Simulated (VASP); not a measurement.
# Pb in VASP: further runs

The runs below take Pb through single point, with PBE, RPBE+D3(BJ), revPBE+D3(BJ), revPBE+D4.

All numbers are computed with VASP 6.6.1; they aren't measurements. Logs are shortened: lines on timing, memory, paths and dates and some standing lists are left out, and cuts for length are marked.

### 1 The cell of the first run

It takes space group Im-3m (No. 229, cubic). Conventional cell: a = 4.011 Å, b = 4.011 Å, c = 4.011 Å, α = 90.00°, β = 90.00°, γ = 90.00°. Pb (site symmetry m-3m) has 14 Pb at 3.47 to 4.01 Å within 4.6 Å.

### 2 Single point, PBE (volume scaled by 1.04)

INCAR

```
ALGO     = Normal         # electronic algorithm
EDIFF    = 1E-6           # SCF threshold, eV
ENCUT    = 520            # plane-wave cutoff, eV
GGA      = PE             # functional
ISIF     = 2              # what is computed and relaxed
ISMEAR   = -1             # smearing method
LASPH    = True           # aspherical terms in the spheres
LCHARG   = True           # write CHGCAR
LELF     = True           # ELF
LREAL    = False          # projectors in reciprocal space
LVHAR    = True         
LWAVE    = False          # write WAVECAR
NBANDS   = 13             # bands
NELM     = 100            # most SCF steps
PREC     = Accurate       # precision mode
SIGMA    = 0.05           # smearing width, eV
```

KPOINTS

```
k-points
0
Gamma
  9 9 9
```

POSCAR

```
Pb
1.0
   -2.0057107064      2.0057107064      2.0057107064
    2.0057107064     -2.0057107064      2.0057107064
    2.0057107064      2.0057107064     -2.0057107064
Pb
1
Direct
    0.0000000000      0.0000000000      0.0000000000
```

Potentials or basis: VASP PAW PBE potentials, release 64 (Pb_d).

Launch:

```
$ cat potpaw_PBE.64/Pb_d/POTCAR > POTCAR
$ mpirun -np 1 vasp_std > vasp.out
```

OUTCAR:

```text
EDIFF = 1E-6
   ENCUT = 520
   GGA = PE
   ISIF = 2
   ISMEAR = -1
   LASPH = True
   LREAL = False
   NELM = 100
   PREC = Accurate

 ion  position               nearest neighbor table
   1  0.000  0.000  0.000-

  LATTYP: Found a body centered cubic cell.
 ALAT       =     4.0114214128

  Lattice vectors:

 A1 = (  -2.0057107064,   2.0057107064,   2.0057107064)
 A2 = (   2.0057107064,  -2.0057107064,   2.0057107064)
 A3 = (   2.0057107064,   2.0057107064,  -2.0057107064)

Analysis of symmetry for initial positions (statically):
=====================================================================
 Subroutine PRICEL returns:
 Original cell was already a primitive cell.

 Routine SETGRP: Setting up the symmetry group for a
 body centered cubic supercell.

 Subroutine GETGRP returns: Found 48 space group operations
 (whereof 48 operations were pure point group operations)
 out of a pool of 48 trial point group operations.

The static configuration has the point symmetry O_h .

Analysis of symmetry for dynamics (positions and initial velocities):
=====================================================================
 Subroutine PRICEL returns:
 Original cell was already a primitive cell.

 Routine SETGRP: Setting up the symmetry group for a
 body centered cubic supercell.

 Subroutine GETGRP returns: Found 48 space group operations
 (whereof 48 operations were pure point group operations)
 out of a pool of 48 trial point group operations.

The dynamic configuration has the point symmetry O_h .

 Subroutine INISYM returns: Found 48 space group operations
 (whereof 48 operations are pure point group operations),
 and found     1 'primitive' translations

----------------------------------------------------------------------------------------

                                     Primitive cell

  volume of cell :      32.2749

  direct lattice vectors                    reciprocal lattice vectors
    -2.005710706  2.005710706  2.005710706     0.000000000  0.249288194  0.249288194
     2.005710706 -2.005710706  2.005710706     0.249288194  0.000000000  0.249288194
     2.005710706  2.005710706 -2.005710706     0.249288194  0.249288194  0.000000000

  length of vectors
     3.473992849  3.473992849  3.473992849     0.352546745  0.352546745  0.352546745

  position of ions in fractional coordinates (direct lattice)
     0.000000000  0.000000000  0.000000000

  ion indices of the primitive-cell ions
   primitive index   ion index
                 1           1

----------------------------------------------------------------------------------------

 KPOINTS: k-points

Automatic generation of k-mesh.
 Grid dimensions read from file:
 generate k-points for:    9    9    9

 Generating k-lattice:

  Cartesian coordinates                     Fractional coordinates (reciprocal lattice)
     0.000000000  0.027698688  0.027698688     0.111111111  0.000000000  0.000000000
     0.027698688  0.000000000  0.027698688     0.000000000  0.111111111  0.000000000
     0.027698688  0.027698688  0.000000000     0.000000000  0.000000000  0.111111111

  Length of vectors
     0.039171861  0.039171861  0.039171861

  Shift w.r.t. Gamma in fractional coordinates (k-lattice)
     0.000000000  0.000000000  0.000000000

 Subroutine IBZKPT returns following result:
 ===========================================

 Found     35 irreducible k-points:

 Following reciprocal coordinates:
            Coordinates               Weight
  0.000000  0.000000  0.000000      1.000000
  0.111111  0.000000  0.000000     12.000000
  0.222222  0.000000  0.000000     12.000000
  0.333333  0.000000  0.000000     12.000000
  0.444444  0.000000  0.000000     12.000000
  0.111111  0.111111  0.000000     24.000000
[... 16 lines left out ...]
 -0.333333  0.444444  0.111111     48.000000
 -0.444444 -0.444444  0.111111     24.000000
 [... further k-points ...]
   k-points           NKPTS =     35   k-points in BZ     NKDIM =     35   number of bands    NBANDS=     13
   number of dos      NEDOS =    301   number of ions     NIONS =      1
   total plane-waves  NPLWV =  21952
   dimension x,y,z NGX =    28 NGY =   28 NGZ =   28
   dimension x,y,z NGXF=    56 NGYF=   56 NGZF=   56
   ions per type =               1
   NGX,Y,Z   is equivalent  to a cutoff of  13.40, 13.40, 13.40 a.u.
   NGXF,Y,Z  is equivalent  to a cutoff of  26.80, 26.80, 26.80 a.u.
 SYSTEM =  unknown system
   PREC   = accura    normal or accurate (medium, high low for compatibility)
   ISTART =      0    job   : 0-new  1-cont  2-samecut
   ICHARG =      2    charge: 1-file 2-atom 10-const
   ISPIN  =      1    spin polarized calculation?
   LNONCOLLINEAR =      F non collinear calculations
   LSORBIT =      F    spin-orbit coupling
   LASPH  =      T    aspherical Exc in radial PAW
   ENCUT  =  520.0 eV  38.22 Ry    6.18 a.u.   6.46  6.46  6.46*2*pi/ulx,y,z
   NELM   =    100;   NELMIN=  2; NELMDL= -5     # of ELM steps
   EDIFF  = 0.1E-05   stopping-criterion for ELM
   LREAL  =      F    real-space projection
   EDIFFG = 0.1E-04   stopping-criterion for IOM
   NSW    =      0    number of steps for IOM
   IBRION =     -1    ionic relax: 0-MD 1-quasi-New 2-CG
   NFREE  =      0    steps in history (QN), initial steepest desc. (CG)
   ISIF   =      2    stress and relaxation
   ISYM   =      2    0-nonsym 1-usesym 2-fastsym
   POTIM  = 0.5000    time-step for ionic-motion
   TEBEG  =    0.0;   TEEND  =   0.0 temperature during run
   PSTRESS=    0.0 pullay stress
   NELECT =      14.0000    total number of electrons
   NUPDOWN=      -1.0000    fix difference up-down
   EMIN   =  10.00;   EMAX   =-10.00  energy-range for DOS
   EFERMI =   0.00;   METHOD = LEGACY
   ISMEAR =    -1;   SIGMA  =   0.05  broadening in eV -4-tet -1-fermi 0-gaus
   EFERMI_NEDOS =   21; number of points for ismear=-14 and -15
   IALGO  =     38    algorithm
   IMIX   =      4    mixing-type and parameters
     AMIX     =   0.40;   BMIX     =  1.00
     AMIX_MAG =   1.60;   BMIX_MAG =  1.00
  volume/ion in A,a.u.               =      32.27       217.80
  Fermi-wavevector in a.u.,A,eV,Ry     =   1.239260  2.341862 20.895368  1.535766
  Thomas-Fermi vector in A             =   2.373751
   LORBIT       =      0    0 simple, 1 ext, 2 COOP (PROOUT), +10 PAW based schemes
   GGA     = PE    functional components
   LHFCALC =     F    Hartree Fock is set to
   AEXX    =    0.0000 exact exchange contribution
   IVDW    =     0    specifies the selected vdW correction
   LEPSILON=     F    determine dielectric tensor
   LRPA    =     F    only Hartree local field effects (RPA)
 non-spin polarized calculation
  energy-cutoff  :      520.00
  volume of cell :       32.27
 maximum number of plane-waves:       897
 NGX is ok and might be reduce to    28
   NGX = 13   NGY = 13   NGZ = 13

 number of electron      13.9999997 magnetization

 Free energy of the ion-electron system (eV)
  ---------------------------------------------------
  ext. energy  EPLUGINS =         0.00000000
  ---------------------------------------------------
  free energy    TOTEN  =        -3.50469855 eV

  energy without entropy =       -3.49692432  energy(sigma->0) =       -3.50081144

 E-fermi :   6.6330     XC(G=0):  -9.8952

 val. band max:        6.5618017415   @ k =   0.3333   0.2222   0.0000
 cond. band min:       6.6885997810   @ k =  -0.2222   0.3333   0.1111
 fundamental gap:      0.1267980395
 Fermi energy:         6.6330345465

 k-point     1 :       0.0000    0.0000    0.0000
  band No.  band energies     occupation
      1     -10.4923      2.00000
      2     -10.4923      2.00000
      3     -10.4923      2.00000
      4     -10.2915      2.00000
      5     -10.2915      2.00000
      6      -4.7519      2.00000
      7      13.7018      0.00000
      8      13.7018      0.00000
      9      13.7018      0.00000
     10      17.5353      0.00000
     11      17.6143      0.00000
     12      17.6143      0.00000
     13      17.6143      0.00000

 k-point     2 :       0.1111    0.0000    0.0000
  band No.  band energies     occupation
      1     -10.5005      2.00000
      2     -10.4821      2.00000
      3     -10.4559      2.00000
      4     -10.3004      2.00000
      5     -10.2924      2.00000
      6      -4.5170      2.00000
      7      11.5879      0.00000
      8      12.9881      0.00000
      9      13.4186      0.00000
     10      16.2824      0.00000
     11      16.9823      0.00000
     12      17.4290      0.00000
     13      18.8406      0.00000

 k-point     3 :       0.2222    0.0000    0.0000
  band No.  band energies     occupation
      1     -10.5210      2.00000
      2     -10.4651      2.00000
      3     -10.3620      2.00000
      4     -10.3164      2.00000
      5     -10.2945      2.00000
      6      -3.8178      2.00000
      7       8.3446      0.00000
      8      11.6758      0.00000
      9      12.7162      0.00000
     10      15.0129      0.00000
     11      16.1635      0.00000
     12      17.7563      0.00000
     13      19.6727      0.00000
[... 305 lines left out ...]
 k-point    23 :      -0.3333    0.4444    0.1111
  band No.  band energies     occupation
      1     -10.4828      2.00000
      2     -10.4331      2.00000
      3     -10.3489      2.00000
      4     -10.3221      2.00000
      5     -10.2204      2.00000
      6      -1.5317      2.00000
      7       4.6656      2.00000
      8       7.6399      0.00000
      9      11.0373      0.00000
     10      14.9216      0.00000
     11      15.8973      0.00000
     12      18.9785      0.00000
     13      19.2131      0.00000

 k-point    24 :      -0.4444   -0.4444    0.1111
  band No.  band energies     occupation
      1     -10.4878      2.00000
      2     -10.4403      2.00000
      3     -10.3587      2.00000
      4     -10.3063      2.00000
      5     -10.1903      2.00000
      6      -0.8078      2.00000
      7       3.5774      2.00000
      8       7.2707      0.00001
      9      10.9356      0.00000
     10      15.1566      0.00000
     11      16.5451      0.00000
     12      17.3939      0.00000
     13      19.0401      0.00000

 [... further k-points ...]

------------------------ aborting loop because EDIFF is reached ----------------------------------------

  FORCE on cell =-STRESS in cart. coord.  units (eV):
  Direction    XX          YY          ZZ          XY          YZ          ZX
  --------------------------------------------------------------------------------------
  -------------------------------------------------------------------------------------
  Total       -0.1493881     -0.1493881     -0.1493881      0.0000000      0.0000000      0.0000000
  in kB       -7.4158634     -7.4158634     -7.4158634      0.0000000      0.0000000      0.0000000
  external PRESSURE =      -7.4158634 kB  Pullay stress =       0.0000000 kB

 VOLUME and BASIS-vectors are now :
 -----------------------------------------------------------------------------
  energy-cutoff  :      520.00
  volume of cell :       32.27
      direct lattice vectors                 reciprocal lattice vectors
    -2.005710706  2.005710706  2.005710706     0.000000000  0.249288194  0.249288194
     2.005710706 -2.005710706  2.005710706     0.249288194  0.000000000  0.249288194
     2.005710706  2.005710706 -2.005710706     0.249288194  0.249288194  0.000000000

 POSITION                                       TOTAL-FORCE (eV/Angst)
 -----------------------------------------------------------------------------------
      0.00000      0.00000      0.00000        -0.000000     -0.000000      0.000000
 -----------------------------------------------------------------------------------
    total drift:                               -0.000000     -0.000000     -0.000000

  FREE ENERGIE OF THE ION-ELECTRON SYSTEM (eV)
  ---------------------------------------------------
  free  energy   TOTEN  =        -3.5046985490 eV

  energy  without entropy=       -3.4969243242  energy(sigma->0) =       -3.50081144
```

It took 21 s on 1 thread of Intel Xeon 6975P-C, shared host; peak memory 0.16 GiB.

Results:

| Quantity | Value |
| --- | --- |
| Free energy | -3.5047 eV |
| Pressure | -0.7 GPa |
| Band gap on the k mesh | zero (band 7 reaches 13.70 eV, above the bottom of band 8 at 4.70 eV) |

Caveat: spin-orbit coupling is left out, which moves the levels of the heavy elements.

### 3 Single point, PBE (the cell strained at random)

INCAR

```
PREC = Accurate
ENCUT = 520
EDIFF = 1E-6
ISMEAR = -1
SIGMA = 0.05
LREAL = False
LASPH = True
NELM = 80
ALGO = Fast
ISIF = 2
LWAVE = False
LCHARG = False
GGA = PE
NBANDS = 13
```

KPOINTS

```
regular mesh
0
Gamma
  9 9 9
```

POSCAR

```
Pb
1.0
   -2.0669040000      2.0504010000      2.0812470000
    1.9992480000     -1.9374810000      1.9006710000
    1.9910280000      1.8616050000     -1.9683270000
Pb
1
Direct
    0.0046640000     -0.0036750000      0.0031350000
```

Potentials or basis: VASP PAW PBE potentials, release 64 (Pb_d).

Launch:

```
$ cat potpaw_PBE.64/Pb_d/POTCAR > POTCAR
$ mpirun -np 1 vasp_std > vasp.out
```

It took 4.1 min on 1 thread of Intel Xeon 6975P-C, shared host; peak memory 0.26 GiB.

It converged, with:

* Free energy: -3.4998 eV
* Pressure: 1.4 GPa
* Band gap on the k mesh: zero (band 7 reaches 13.78 eV, above the bottom of band 8 at 4.96 eV)

Stress tensor (GPa, compression positive):
```
 1.44  0.31  0.34
 0.31  1.26 -0.44
 0.34 -0.44  1.51
```

Levels at points of the mesh, in eV from the Fermi level:
```tsv
k point	band 3	band 4	band 5	band 6	band 7	band 8	band 9	band 10	band 11	band 12
(0.00, 0.00, 0.00)	-17.08	-16.91	-16.90	-11.63	6.73	7.49	7.70	10.95	11.09	11.11
```

Caveat: the cell differs from its parent crystal (the cell strained at random); spin-orbit coupling is left out, which moves the levels of the heavy elements.

[end of part 1 of 2]
